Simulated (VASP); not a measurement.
Crystal: Ir.

```
Ir
1.0
     2.59115    0.00000    0.00000
    -1.29557    2.24400    0.00000
     0.00000    0.00000    2.51314
Ir
1
Direct
  0.00000 0.00000 0.00000
```

Base run:

```yaml
Program: VASP 6.6.1
Functional: PBE
Potentials_or_basis: VASP PAW PBE potentials, release 64 (Ir_sv_GW)
Cutoff: 500 eV
k_mesh: 16 × 16 × 15
Occupations: fermi-dirac, width 0.05 eV
Spin: no spin polarisation
```

Its results: pressure 25.7 GPa.

Problem. The run is repeated on the same cell with these changes: potentials or basis from VASP PAW PBE potentials, release 64 (Ir_sv_GW) to VASP PAW PBE potentials, release 64 (Ir); cutoff from 500 eV to 520 eV; further incar settings from ALGO = Normal; EDIFF = 1e-06; NBANDS = 14 to ALGO = Normal; EDIFF = 1e-06; NBANDS = 10; valence electrons from 17 to 9. What comes out?

Solution. Pressure 29.5 GPa.
